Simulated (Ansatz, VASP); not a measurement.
Nb2B in VASP and in Ansatz

INCAR

```
PREC = Accurate
ENCUT = 520
EDIFF = 1E-6
ISMEAR = 0
SIGMA = 0.1
LREAL = F
LASPH = T
NELM = 150
ALGO = Fast
ISIF = 2
LWAVE = F
LCHARG = T
ISPIN = 2
MAGMOM = 1 1 0
LORBIT = 11
LMAXMIX = 4
GGA = PE
LELF = T
LVHAR = T
NBANDS = 26
```

KPOINTS

```
regular mesh
0
Gamma
  6 6 6
```

Contents of POSCAR:

```
Nb2B
1.0
    0.0000000000      2.8170875644      2.8170875644
    2.8170875644      0.0000000000      2.8170875644
    2.8170875644      2.8170875644      0.0000000000
Nb B
2 1
Direct
    0.2500000000      0.2500000000      0.2500000000
    0.7500000000      0.7500000000      0.7500000000
    0.5000000000      0.5000000000      0.5000000000
```

Input for Ansatz:

```yaml
crystal:
  lattice:
    - [0.0, 2.8170875644, 2.8170875644]
    - [2.8170875644, 0.0, 2.8170875644]
    - [2.8170875644, 2.8170875644, 0.0]
  atoms:
    - { symbol: Nb, position: [0.25, 0.25, 0.25], spin: 1.0 }
    - { symbol: Nb, position: [0.75, 0.75, 0.75], spin: 1.0 }
    - { symbol: B, position: [0.5, 0.5, 0.5] }
basis:
  ecutwfc: 420
kpoints:
  mp_grid: { grid: [6, 6, 6] }
hamiltonian:
  xc: pbe
scf:
  occupations: { method: gaussian, width: 0.1 }
  lower_state_search: "off"
output:
  forces: true
  stress: true
  eigenvalues: true
  populations: true
magnetization:
  spin_polarized: true
```

Alike in both runs: task single point; functional PBE; k mesh 6 × 6 × 6; occupations gaussian, width 0.1 eV; collinear spin.

```csv
,VASP,Ansatz
version,VASP 6.6.1,Ansatz 0.2.0
potentials or method,"VASP PAW PBE potentials, release 64 (Nb_sv, B), cutoff 520 eV","scalar-relativistic, plane waves, PAW"
valence electrons in the cell,29,29
```

Ansatz gave:

```
gap on the k mesh at the Fermi level (eV) : none
pressure (GPa)                            : 0.1
net moment per atom (μB)                  : 0.00
```

**Question.** What did VASP give for the same quantities?

**Answer.** gap on the k mesh at the Fermi level (eV): none; pressure (GPa): -0.2; net moment per atom (μB): 0.00.

A gap of «none» marks a metal or a gap that the smearing closes. Ansatz's warnings: seeded moment not kept.
